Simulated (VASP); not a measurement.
# ZrS2 (P-3m1) in VASP: notebook, part 2 of 2

VASP 6.6.1. The steps go on from the part before.

## 3. Single point, PBE (epitaxial xy strain -2.0%)

INCAR reads:

```
ALGO = Normal
EDIFF = 1E-6
ENCUT = 500
GGA = PE
GGA_COMPAT = False
ISIF = 2
ISMEAR = -1
LASPH = True
LCHARG = False
LREAL = False
LWAVE = False
NBANDS = 19
NELM = 120
PREC = Accurate
SIGMA = 0.02
```

KPOINTS reads:

```
k-points
0
Gamma
  12 12 4
```

POSCAR reads:

```
ZrS2
1.0
    3.6009111033      0.0000000000      0.0000000000
   -1.8004555516      3.1184804922      0.0000000000
    0.0000000000      0.0000000000      5.9154248369
Zr S
1 2
Direct
    0.0000000000      0.0000000000      0.0000000000
    0.3333333333      0.6666666667      0.2495774573
    0.6666666667      0.3333333333      0.7504225427
```

Potentials or basis: VASP PAW PBE potentials, release 64 (Zr_sv, S).

Launch:

```
cat potpaw_PBE.64/Zr_sv/POTCAR potpaw_PBE.64/S/POTCAR > POTCAR
mpirun -np 1 vasp_std > vasp.out
```

OUTCAR:

```text
EDIFF = 1E-6
   ENCUT = 500
   GGA = PE
   ISIF = 2
   ISMEAR = -1
   LASPH = True
   LREAL = False
   NELM = 120
   PREC = Accurate

 ion  position               nearest neighbor table
   1  0.000  0.000  0.000-   2 2.55   3 2.55   2 2.55   3 2.55   3 2.55   2 2.55
   2  0.333  0.667  0.250-   1 2.55   1 2.55   1 2.55
   3  0.667  0.333  0.750-   1 2.55   1 2.55   1 2.55

  LATTYP: Found a hexagonal cell.
 ALAT       =     3.6009111033
 C/A-ratio  =     1.6427578097

  Lattice vectors:

 A1 = (   3.6009111033,   0.0000000000,   0.0000000000)
 A2 = (  -1.8004555516,   3.1184804922,   0.0000000000)
 A3 = (   0.0000000000,   0.0000000000,   5.9154248369)

Analysis of symmetry for initial positions (statically):
=====================================================================
 Subroutine PRICEL returns:
 Original cell was already a primitive cell.

 Routine SETGRP: Setting up the symmetry group for a
 hexagonal supercell.

 Subroutine GETGRP returns: Found 12 space group operations
 (whereof 12 operations were pure point group operations)
 out of a pool of 24 trial point group operations.

The static configuration has the point symmetry D_3d.

Analysis of symmetry for dynamics (positions and initial velocities):
=====================================================================
 Subroutine PRICEL returns:
 Original cell was already a primitive cell.

 Routine SETGRP: Setting up the symmetry group for a
 hexagonal supercell.

 Subroutine GETGRP returns: Found 12 space group operations
 (whereof 12 operations were pure point group operations)
 out of a pool of 24 trial point group operations.

The dynamic configuration has the point symmetry D_3d.

 Subroutine INISYM returns: Found 12 space group operations
 (whereof 12 operations are pure point group operations),
 and found     1 'primitive' translations

----------------------------------------------------------------------------------------

                                     Primitive cell

  volume of cell :      66.4265

  direct lattice vectors                    reciprocal lattice vectors
     3.600911103  0.000000000  0.000000000     0.277707494  0.160334497  0.000000000
    -1.800455552  3.118480492  0.000000000     0.000000000  0.320668993  0.000000000
     0.000000000  0.000000000  5.915424837     0.000000000  0.000000000  0.169049566

  length of vectors
     3.600911103  3.600911103  5.915424837     0.320668993  0.320668993  0.169049566

  position of ions in fractional coordinates (direct lattice)
     0.000000000  0.000000000  0.000000000
     0.333333333  0.666666667  0.249577457
     0.666666667  0.333333333  0.750422543

  ion indices of the primitive-cell ions
   primitive index   ion index
                 1           1
                 2           2
                 3           3

----------------------------------------------------------------------------------------

 KPOINTS: k-points

Automatic generation of k-mesh.
 Grid dimensions read from file:
 generate k-points for:   12   12    4

 Generating k-lattice:

  Cartesian coordinates                     Fractional coordinates (reciprocal lattice)
     0.023142291  0.013361208  0.000000000     0.083333333 -0.000000000  0.000000000
     0.000000000  0.026722416  0.000000000     0.000000000  0.083333333  0.000000000
     0.000000000  0.000000000  0.042262391     0.000000000  0.000000000  0.250000000

  Length of vectors
     0.026722416  0.026722416  0.042262391

  Shift w.r.t. Gamma in fractional coordinates (k-lattice)
     0.000000000  0.000000000  0.000000000

 Subroutine IBZKPT returns following result:
 ===========================================

 Found     69 irreducible k-points:

 Following reciprocal coordinates:
            Coordinates               Weight
  0.000000  0.000000  0.000000      1.000000
  0.083333  0.000000  0.000000      6.000000
  0.166667  0.000000  0.000000      6.000000
  0.250000  0.000000  0.000000      6.000000
  0.333333  0.000000  0.000000      6.000000
  0.416667  0.000000  0.000000      6.000000
[... 16 lines left out ...]
  0.166667  0.000000  0.250000      6.000000
  0.000000  0.166667  0.250000      6.000000
 [... further k-points ...]
   k-points           NKPTS =     69   k-points in BZ     NKDIM =     69   number of bands    NBANDS=     19
   number of dos      NEDOS =    301   number of ions     NIONS =      3
   total plane-waves  NPLWV =  37632
   dimension x,y,z NGX =    28 NGY =   28 NGZ =   48
   dimension x,y,z NGXF=    56 NGYF=   56 NGZF=   96
   ions per type =               1   2
   NGX,Y,Z   is equivalent  to a cutoff of  12.93, 12.93, 13.49 a.u.
   NGXF,Y,Z  is equivalent  to a cutoff of  25.85, 25.85, 26.98 a.u.
 SYSTEM =  unknown system
   PREC   = accura    normal or accurate (medium, high low for compatibility)
   ISTART =      0    job   : 0-new  1-cont  2-samecut
   ICHARG =      2    charge: 1-file 2-atom 10-const
   ISPIN  =      1    spin polarized calculation?
   LNONCOLLINEAR =      F non collinear calculations
   LSORBIT =      F    spin-orbit coupling
   LASPH  =      T    aspherical Exc in radial PAW
   ENCUT  =  500.0 eV  36.75 Ry    6.06 a.u.   6.57  6.57 10.79*2*pi/ulx,y,z
   NELM   =    120;   NELMIN=  2; NELMDL= -5     # of ELM steps
   EDIFF  = 0.1E-05   stopping-criterion for ELM
   LREAL  =      F    real-space projection
   EDIFFG = 0.1E-04   stopping-criterion for IOM
   NSW    =      0    number of steps for IOM
   IBRION =     -1    ionic relax: 0-MD 1-quasi-New 2-CG
   NFREE  =      0    steps in history (QN), initial steepest desc. (CG)
   ISIF   =      2    stress and relaxation
   ISYM   =      2    0-nonsym 1-usesym 2-fastsym
   POTIM  = 0.5000    time-step for ionic-motion
   TEBEG  =    0.0;   TEEND  =   0.0 temperature during run
   PSTRESS=    0.0 pullay stress
   NELECT =      24.0000    total number of electrons
   NUPDOWN=      -1.0000    fix difference up-down
   EMIN   =  10.00;   EMAX   =-10.00  energy-range for DOS
   EFERMI =   0.00;   METHOD = LEGACY
   ISMEAR =    -1;   SIGMA  =   0.02  broadening in eV -4-tet -1-fermi 0-gaus
   EFERMI_NEDOS =   21; number of points for ismear=-14 and -15
   IALGO  =     38    algorithm
   IMIX   =      4    mixing-type and parameters
     AMIX     =   0.40;   BMIX     =  1.00
     AMIX_MAG =   1.60;   BMIX_MAG =  1.00
  volume/ion in A,a.u.               =      22.14       149.42
  Fermi-wavevector in a.u.,A,eV,Ry     =   1.165999  2.203418 18.497846  1.359553
  Thomas-Fermi vector in A             =   2.302518
   LORBIT       =      0    0 simple, 1 ext, 2 COOP (PROOUT), +10 PAW based schemes
   GGA     = PE    functional components
   LHFCALC =     F    Hartree Fock is set to
   AEXX    =    0.0000 exact exchange contribution
   IVDW    =     0    specifies the selected vdW correction
   LEPSILON=     F    determine dielectric tensor
   LRPA    =     F    only Hartree local field effects (RPA)
 non-spin polarized calculation
  energy-cutoff  :      500.00
  volume of cell :       66.43
 maximum number of plane-waves:      1717
 NGX is ok and might be reduce to    28
   NGX = 13   NGY = 13   NGZ = 21

 number of electron      24.0000002 magnetization

 Free energy of the ion-electron system (eV)
  ---------------------------------------------------
  ext. energy  EPLUGINS =         0.00000000
  ---------------------------------------------------
  free energy    TOTEN  =       -21.37337721 eV

  energy without entropy =      -21.37337721  energy(sigma->0) =      -21.37337721

 E-fermi :   5.2911     XC(G=0):  -9.7109

 val. band max:        4.8803994224   @ k =   0.0833   0.0000   0.0000
 cond. band min:       5.6618466157   @ k =   0.5000   0.0000   0.5000
 fundamental gap:      0.7814471933
 Fermi energy:         5.2911341674

 k-point     1 :       0.0000    0.0000    0.0000
  band No.  band energies     occupation
      1     -43.9804      2.00000
      2     -22.0657      2.00000
      3     -21.8897      2.00000
      4     -21.8897      2.00000
      5      -7.9145      2.00000
      6      -6.4065      2.00000
[... 11 lines left out ...]
     18      10.8071      0.00000
     19      10.9461      0.00000

 k-point     2 :       0.0833    0.0000    0.0000
  band No.  band energies     occupation
      1     -43.9788      2.00000
      2     -22.0609      2.00000
      3     -21.9113      2.00000
      4     -21.8943      2.00000
      5      -7.8375      2.00000
      6      -6.4234      2.00000
[... 476 lines left out ...]
 k-point    24 :       0.0000    0.1667    0.2500
  band No.  band energies     occupation
      1     -43.9743      2.00000
      2     -22.0484      2.00000
      3     -21.9698      2.00000
      4     -21.9068      2.00000
      5      -7.5208      2.00000
      6      -6.6092      2.00000
[... 11 lines left out ...]
     18      12.1347      0.00000
     19      12.8960      0.00000

 [... further k-points ...]
[... 5 lines left out ...]
  --------------------------------------------------------------------------------------
  -------------------------------------------------------------------------------------
  Total        1.7613479      1.7613479      0.8808115      0.0000000     -0.0000000     -0.0000000
  in kB       42.4829206     42.4829206     21.2447774      0.0000000     -0.0000000     -0.0000000
  external PRESSURE =      35.4035395 kB  Pullay stress =       0.0000000 kB

 VOLUME and BASIS-vectors are now :
 -----------------------------------------------------------------------------
  energy-cutoff  :      500.00
  volume of cell :       66.43
      direct lattice vectors                 reciprocal lattice vectors
     3.600911103  0.000000000  0.000000000     0.277707494  0.160334497  0.000000000
    -1.800455552  3.118480492  0.000000000     0.000000000  0.320668993  0.000000000
     0.000000000  0.000000000  5.915424837     0.000000000  0.000000000  0.169049566

 POSITION                                       TOTAL-FORCE (eV/Angst)
 -----------------------------------------------------------------------------------
      0.00000      0.00000      0.00000        -0.000000      0.000000      0.000000
     -0.00000      2.07899      1.47636         0.000000      0.000000      0.057302
      1.80046      1.03949      4.43907         0.000000     -0.000000     -0.057302
 -----------------------------------------------------------------------------------
    total drift:                                0.000000     -0.000000     -0.000000

  FREE ENERGIE OF THE ION-ELECTRON SYSTEM (eV)
  ---------------------------------------------------
  free  energy   TOTEN  =       -21.3733772106 eV

  energy  without entropy=      -21.3733772105  energy(sigma->0) =      -21.37337721
```

stdout:

```text
POSCAR found type information on POSCAR ZrS
 POSCAR found :  2 types and       3 ions
 scaLAPACK will be used
 LDA part: xc-table for (Slater+PW92), standard interpolation
 POSCAR, INCAR and KPOINTS ok, starting setup
 FFT: planning ... GRIDC
 FFT: planning ... GRID_SOFT
 FFT: planning ... GRID
 WAVECAR not read
 entering main loop
```

It took 3.4 min on 1 thread of AMD EPYC 7R13, shared host; peak memory 0.2 GiB.

What came out:

```
Free energy            : -21.3734 eV
Pressure               : 3.5 GPa
Largest force          : 0.057 eV/Å
Band gap on the k mesh : 0.78 eV, indirect (least direct gap 1.59 eV)
```

Forces on the atoms (eV/Å):
```
Zr   0.000  0.000  0.000
S    0.000  0.000  0.057
S    0.000  0.000 -0.057
```

Levels at points of the mesh, in eV from the valence-band top:
```tsv
k point	band 8	band 9	band 10	band 11	band 12	band 13	band 14	band 15	band 16	band 17
(0.00, 0.00, 0.00)	-2.70	-2.70	-0.02	0.00	0.00	1.64	1.64	2.23	4.93	4.93
(0.50, 0.00, 0.00)	-2.66	-2.60	-2.46	-1.90	-1.15	1.01	3.51	3.90	5.85	6.04
(0.00, 0.00, 0.50)	-2.66	-2.66	-1.91	-0.15	-0.15	1.61	1.61	2.71	5.32	5.32
(0.50, 0.00, 0.50)	-3.31	-2.62	-2.44	-0.86	-0.81	0.78	3.50	3.88	5.30	5.72
```

Caveat: the cell differs from its parent crystal (epitaxial xy strain -2.0%); this functional lacks dispersion, which binds the layers, so the pressure and a relaxed spacing across them are unreliable. A k mesh can miss the band edges.

## 4. Single point, PBE (epitaxial xy strain -1.0%)

INCAR reads:

```
SYSTEM = ZrS2
PREC = Accurate
ENCUT = 500
EDIFF = 1E-6
ISMEAR = -1
SIGMA = 0.02
LREAL = .FALSE.
LASPH = .TRUE.
NELM = 120
ALGO = Normal
ISIF = 2
LWAVE = .FALSE.
LCHARG = .FALSE.
GGA = PE
NBANDS = 19
GGA_COMPAT = .FALSE.
```

KPOINTS reads:

```
Automatic mesh
0
G
  12 12 4
  0 0 0
```

POSCAR reads:

```
ZrS2
1.0
    3.6376550941      0.0000000000      0.0000000000
   -1.8188275470      3.1503017217      0.0000000000
    0.0000000000      0.0000000000      5.8861405555
Zr S
1 2
Direct
    0.0000000000      0.0000000000      0.0000000000
    0.3333333333      0.6666666667      0.2479262884
    0.6666666667      0.3333333333      0.7520737116
```

Launch:

```
cat potpaw_PBE.64/Zr_sv/POTCAR potpaw_PBE.64/S/POTCAR > POTCAR
mpirun -np 1 vasp_std > vasp.out
```

Run time: 3.5 min. Hardware: 1 thread of AMD EPYC 7R13, shared host; peak memory 0.2 GiB.

Results (log left out):

- Free energy: -21.3970 eV
- Pressure: 2.4 GPa
- Largest force: 0.052 eV/Å
- Band gap on the k mesh: 0.83 eV, indirect (least direct gap 1.59 eV)

Forces on the atoms (eV/Å):
```
Zr   0.000  0.000  0.000
S    0.000  0.000  0.052
S    0.000  0.000 -0.052
```

Stress tensor (GPa, compression positive):
```
2.52 0.00 0.00
0.00 2.52 0.00
0.00 0.00 2.07
```

Levels at points of the mesh, in eV from the valence-band top:
| k point | band 8 | band 9 | band 10 | band 11 | band 12 | band 13 | band 14 | band 15 | band 16 | band 17 |
| --- | --- | --- | --- | --- | --- | --- | --- | --- | --- | --- |
| (0.00, 0.00, 0.00) | -2.79 | -2.79 | -0.09 | -0.09 | -0.02 | 1.57 | 1.57 | 2.27 | 4.88 | 4.88 |
| (0.50, 0.00, 0.00) | -2.64 | -2.57 | -2.50 | -1.90 | -1.23 | 1.04 | 3.35 | 3.68 | 5.75 | 5.95 |
| (0.00, 0.00, 0.50) | -2.75 | -2.75 | -1.87 | -0.24 | -0.24 | 1.53 | 1.53 | 2.68 | 5.28 | 5.28 |
| (0.50, 0.00, 0.50) | -3.30 | -2.67 | -2.39 | -0.95 | -0.82 | 0.83 | 3.34 | 3.67 | 5.22 | 5.72 |

Caveat: the cell differs from its parent crystal (epitaxial xy strain -1.0%); this functional lacks dispersion, which binds the layers, so the pressure and a relaxed spacing across them are unreliable. A k mesh can miss the band edges.

## 5. Summary

```tsv
cell	gap on the mesh (eV)	pressure (GPa)	largest force (eV/Å)
a = 3.564, b = 3.564, c = 5.935 Å, angles 90.0, 90.0, 120.0°, 3 atoms	0.64	4.8	0.06
a = 3.601, b = 3.601, c = 5.915 Å, angles 90.0, 90.0, 120.0°, 3 atoms	0.78	3.5	0.06
a = 3.638, b = 3.638, c = 5.886 Å, angles 90.0, 90.0, 120.0°, 3 atoms	0.83	2.4	0.05
```

Alike in all rows: task single point; level PBE; potentials or basis VASP PAW PBE potentials, release 64 (Zr_sv, S); no spin polarisation; k mesh 12 × 12 × 4; cutoff (eV) 500; smearing fermi-dirac 0.02 eV.

Caveats: this functional lacks dispersion, which binds the layers, so the pressure and a relaxed spacing across them are unreliable.

Total energies depend on the potentials used, so only differences within one code and one set of settings carry meaning.
